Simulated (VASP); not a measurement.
# P in VASP: a series of runs, part 2 of 2

VASP 6.6.1. Earlier steps stand in the parts before.

## (5) Relaxation of cell and atoms, PBE

Input file INCAR:

```
SYSTEM = P
  ALGO = Normal
  EDIFF = 1E-6
  EDIFFG = -0.04
  ENCUT = 600
  GGA = PE
  IBRION = 2
  ISIF = 3
  ISMEAR = 0
  LASPH = .TRUE.
  LCHARG = .FALSE.
  LREAL = .FALSE.
  LWAVE = .FALSE.
  NELM = 100
  NSW = 90
  PREC = Accurate
  SIGMA = 0.1
```

Input file KPOINTS:

```
k-points
0
G
  4 2 6
  0 0 0
```

Input file POSCAR:

```
P
1.0
    3.7502141500      0.0000000000      0.0000000000
    0.0000000000      7.6766807700      0.0000000000
    0.0000000000      0.0000000000      2.6438198700
P
4
Direct
    0.2537287800      0.6249238800      0.5000000000
    0.2462712200      0.1249238800      0.5000000000
    0.7537287800      0.8750761200      0.5000000000
    0.7462712200      0.3750761200      0.5000000000
```

The run is started by

```console
$ cat potpaw_PBE.64/P/POTCAR > POTCAR
$ mpirun -np 1 vasp_std > vasp.out
```

Run time: 92 s. Hardware: 1 thread of Intel Xeon Platinum 8375C at 2.90GHz (Ice Lake), shared host; peak memory 0.21 GiB.

Results (log left out):

| Quantity | Value |
| --- | --- |
| Free energy | -21.1614 eV |
| Relaxed volume | 14.81 Å³/atom |
| Relaxed cell | a = 3.543 Å, b = 7.086 Å, c = 2.361 Å, α = 90.00°, β = 90.00°, γ = 90.00° |
| Space group after relaxing (to 0.05 Å) | P4/mmm (No. 123) |
| Energy gained by relaxing | 283.7 meV/atom |
| Ionic steps | 8 |
| Pressure after relaxing | -0.1 GPa |
| Largest force after relaxing | 0.031 eV/Å |
| Band gap on the k mesh | zero (band 10 reaches 12.30 eV, above the bottom of band 11 at 7.12 eV) |

Forces on the atoms (eV/Å):
```
P   -0.031  0.001  0.000
P    0.031  0.001  0.000
P   -0.031 -0.001  0.000
P    0.031 -0.001  0.000
```

The path:
```
step  energy change (eV)  largest force (eV/Å)  pressure (GPa)  volume (Å³)
   1              0.0000                0.0359          -14.98        76.11
   2             -1.1201                0.0785            2.11        58.12
   3             -1.1234                0.0760            0.45        58.87
   4             -1.1123                0.0464            1.15        58.90
   5             -1.1332                0.0631            0.66        58.88
   6             -1.1343                0.0445           -0.26        59.34
   7             -1.1343                0.0462           -0.18        59.29
   8             -1.1347                0.0313           -0.12        59.26
```

Final structure:
```
P
1.0
     3.54283    0.00000    0.00000
     0.00000    7.08579    0.00000
     0.00000    0.00000    2.36058
P
4
Direct
  0.25146 0.62499 0.50000
  0.24854 0.12499 0.50000
  0.75146 0.87501 0.50000
  0.74854 0.37501 0.50000
```

Levels at points of the mesh, in eV from the Fermi level:
```tsv
k point	band 6	band 7	band 8	band 9	band 10	band 11	band 12	band 13	band 14
(0.00, 0.00, 0.00)	-5.63	-2.98	-2.98	-1.91	-1.91	0.79	3.87	3.87	6.40
(0.50, 0.00, 0.00)	-8.73	-2.98	-2.98	-1.91	-1.91	6.37	6.37	8.29	8.29
(0.00, 0.50, 0.00)	-4.97	-4.18	-4.18	0.29	0.29	1.18	1.18	3.64	3.64
(0.50, 0.50, 0.00)	-6.71	-6.70	-6.70	2.66	2.66	2.69	2.69	8.53	8.53
(0.00, 0.00, 0.50)	-6.61	-3.20	-2.05	-1.98	-1.97	0.58	0.58	3.15	3.16
(0.50, 0.00, 0.50)	-6.61	-5.87	-5.87	-4.76	-4.76	0.58	0.58	0.91	0.91
(0.00, 0.50, 0.50)	-5.77	-4.41	-4.41	-1.33	-1.33	0.87	0.87	3.73	3.73
(0.50, 0.50, 0.50)	-6.30	-6.26	-6.26	-2.55	-2.55	-2.52	-2.52	2.59	2.59
```

Caveat: the k points lie up to 0.44 Å⁻¹ apart in the final cell; the volume moved by over 15 % at a fixed basis, so the end points are rough.

## (6) Relaxation of cell and atoms, PBE

This run uses another cell than the first one: it holds 1 atom, not 4.

Input file INCAR:

```
ALGO = Normal
EDIFF = 1E-6
EDIFFG = -0.01
ENCUT = 600
GGA = PE
IBRION = 2
ISIF = 3
ISMEAR = 0
LASPH = True
LCHARG = False
LREAL = False
LWAVE = False
NELM = 80
NSW = 100
PREC = Accurate
SIGMA = 0.1
```

Input file KPOINTS:

```
k-points
0
Gamma
  22 22 22
```

Input file POSCAR:

```
P
1.0
    2.4453569203      0.0000000000      0.0000000000
    0.0000000000      2.4453569203      0.0000000000
    0.0000000000      0.0000000000      2.4453569203
P
1
Direct
    0.0000000000      0.0000000000      0.0000000000
```

Potentials or basis: VASP PAW PBE potentials, release 64 (P).

The run is started by

```console
$ cat potpaw_PBE.64/P/POTCAR > POTCAR
$ mpirun -np 1 vasp_std > vasp.out
```

Run time: 23 s. Hardware: 1 thread of Intel Xeon Platinum 8375C at 2.90GHz (Ice Lake), shared host; peak memory 0.14 GiB.

Results (log left out):

```yaml
Free_energy: -5.2759 eV
Relaxed_volume: 14.58 Å³/atom
Relaxed_cell: a = 2.443 Å, b = 2.443 Å, c = 2.443 Å, α = 90.00°, β = 90.00°, γ = 90.00°
Space_group_after_relaxing_to_0.05_Å: Pm-3m (No. 221)
Energy_gained_by_relaxing: 0.1 meV/atom
Ionic_steps: 3
Pressure_after_relaxing: 0.0 GPa
```

Final structure:
```
P
1.0
     2.44272    0.00000    0.00000
     0.00000    2.44272    0.00000
     0.00000    0.00000    2.44272
P
1
Cartesian
  0.0000 0.0000 0.0000
```

Levels at points of the mesh, in eV from the Fermi level:
| k point | band 1 | band 2 | band 3 | band 4 | band 5 | band 6 |
| --- | --- | --- | --- | --- | --- | --- |
| (0.00, 0.00, 0.00) | -16.45 | 5.05 | 5.05 | 5.05 | 6.84 | 6.84 |
| (0.50, 0.00, 0.00) | -12.14 | -8.62 | 7.86 | 7.86 | 9.40 | 14.40 |
| (0.50, 0.50, 0.00) | -7.46 | -5.23 | -5.23 | 1.04 | 10.47 | 16.92 |
| (0.50, 0.50, 0.50) | -2.15 | -2.15 | -2.15 | -1.64 | 4.72 | 4.72 |

## (7) The runs side by side

| task | cell | k mesh | cutoff (eV) | smearing | gap on the mesh (eV) | pressure (GPa) | relaxed volume (Å³/atom) | largest force (eV/Å) |
| --- | --- | --- | --- | --- | --- | --- | --- | --- |
| single point | a = 3.750, b = 7.677, c = 2.644 Å, 4 atoms | 4 × 2 × 6 | 520 | gaussian 0.1 eV | none | -15.0 | - | 0.04 |
| single point | a = 2.445 Å, 1 atom | 22 × 22 × 22 | 520 | gaussian 0.1 eV | none | -0.3 | - | - |
| single point | a = 2.462, b = 4.884, c = 4.885 Å, 4 atoms | 8 × 4 × 4 | 520 | gaussian 0.2 eV | none | -0.2 | - | 0.02 |
| relaxation of cell and atoms | relaxed from a = 3.750, b = 7.677, c = 2.644 Å, 4 atoms | 4 × 2 × 6 | 600 | gaussian 0.1 eV | none | -0.1 | 14.81 | 0.03 |
| relaxation of cell and atoms | relaxed from a = 2.445 Å, 1 atom | 22 × 22 × 22 | 600 | gaussian 0.1 eV | none | 0.0 | 14.58 | - |

Alike in all rows: level PBE; potentials or basis VASP PAW PBE potentials, release 64 (P); no spin polarisation.

Caveats: some runs use coarse meshes; the volume moved by over 15 % at a fixed basis, so the end points are rough (some runs).

Total energies depend on the potentials used, so only differences within one code and one set of settings carry meaning.
